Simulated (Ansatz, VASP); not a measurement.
# Two plane-wave programs on Ge

```
CELL_PARAMETERS angstrom
7.27506 0.00000 0.00000
0.00000 7.27506 0.00000
0.00000 0.00000 5.61460
ATOMIC_POSITIONS crystal
Ge 0.50000 0.00000 0.79275
Ge 0.00000 0.50000 0.79275
Ge 0.24767 0.00000 0.50000
Ge 0.75233 0.00000 0.50000
Ge 0.00000 0.24767 0.50000
Ge 0.00000 0.75233 0.50000
Ge 0.50000 0.00000 0.20725
Ge 0.00000 0.50000 0.20725
```

Alike in both runs: functional PBE; k mesh 6 × 6 × 8; occupations gaussian, width 0.1 eV; no spin polarisation.

Ansatz relaxed the structure, and its values are those at the end. VASP's run is a single point on that final structure, the one shown.

```csv
,VASP,Ansatz
version,VASP 6.6.1,Ansatz 0.2.0
potentials or method,"VASP PAW PBE potentials, release 64 (Ge_d), cutoff 520 eV","scalar-relativistic, plane waves, PAW"
valence electrons in the cell,112,112
```

|  | VASP | Ansatz | Ansatz less VASP |
| --- | --- | --- | --- |
| gap on the k mesh at the Fermi level (eV) | none | none | - |
| pressure (GPa) | 0.0 | 0.0 | +0.01 |
| rms of the force components (eV/Å) | 0.005 | 0.004 | -0.0014 |

A gap of «none» marks a metal or a gap that the smearing closes.
